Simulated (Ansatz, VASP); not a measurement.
# Two plane-wave programs on NaSb2

```xyz
6
Lattice="-3.8450 3.8450 2.8764 3.8450 -3.8450 2.8764 3.8450 3.8450 -2.8764" Properties=species:S:1:pos:R:3 pbc="T T T"
Na    0.0000    0.0000    1.4382
Na    0.0000    0.0000    4.3146
Sb    0.9893    4.8342    0.0000
Sb    2.8557    0.9893    0.0000
Sb    2.8557   -0.9893    2.8764
Sb    0.9893    2.8557    2.8764
```

Alike in both runs: functional PBE; k mesh 8 × 8 × 8; occupations gaussian, width 0.1 eV; no spin polarisation.

Ansatz relaxed the structure, and its values are those at the end. VASP's run is a single point on that final structure, the one shown.

|  | VASP | Ansatz |
| --- | --- | --- |
| version | VASP 6.6.1 | Ansatz 0.2.0 |
| potentials or method | VASP PAW PBE potentials, release 64 (Na_pv, Sb), cutoff 520 eV | scalar-relativistic, plane waves, PAW |
| valence electrons in the cell | 34 | 78 |

Ansatz gave:

```
gap on the k mesh at the Fermi level (eV) : none
pressure (GPa)                            : 0.0
rms of the force components (eV/Å)        : 0.001
```

Task: What did VASP give for the same quantities?

Result: gap on the k mesh at the Fermi level (eV): none; pressure (GPa): 0.0; rms of the force components (eV/Å): 0.010.

A gap of «none» marks a metal or a gap that the smearing closes. VASP's potentials hold 34 valence electrons a cell and Ansatz's 78, so a difference there can come from the potentials and not from the codes.

Spin-orbit coupling is off throughout.
